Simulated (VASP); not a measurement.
# KF: single point with PBE

The system is KF.

```xyz
2
Lattice="0.0000 2.6719 2.6719 2.6719 0.0000 2.6719 2.6719 2.6719 0.0000" Properties=species:S:1:pos:R:3 pbc="T T T"
K     0.0000    0.0000    0.0000
F     2.6719    2.6719    2.6719
```

```
Program                : VASP 6.6.1
Task                   : single point
Functional             : PBE
Potentials or basis    : VASP PAW PBE potentials, release 64 (K_sv, F)
Cutoff                 : 520 eV
k mesh                 : 6 × 6 × 6
Occupations            : fermi-dirac, width 0.02 eV
Spin                   : no spin polarisation
Dipole correction      : no
Further INCAR settings : ALGO = Normal; EDIFF = 1e-06; NBANDS = 15
```

| Item | Value |
| --- | --- |
| Pressure | 1.4 GPa |
| Band gap on the k mesh | 6.17 eV |

Levels at points of the mesh, in eV from the valence-band top:
```tsv
k point	band 5	band 6	band 7	band 8	band 9	band 10	band 11	band 12
(0.00, 0.00, 0.00)	-9.39	0.00	0.00	0.00	6.17	10.68	10.68	10.68
(0.50, 0.00, 0.00)	-9.42	-0.79	-0.35	-0.35	9.07	10.61	12.07	12.07
(0.50, 0.50, 0.00)	-9.60	-0.21	-0.06	-0.06	8.20	10.30	11.81	13.61
```

Run time: 13 s on 1 thread of AMD EPYC 7R13, on a shared host, peak memory 0.13 GiB.

PBE gaps usually lie below the measured ones, often by a third to a half.
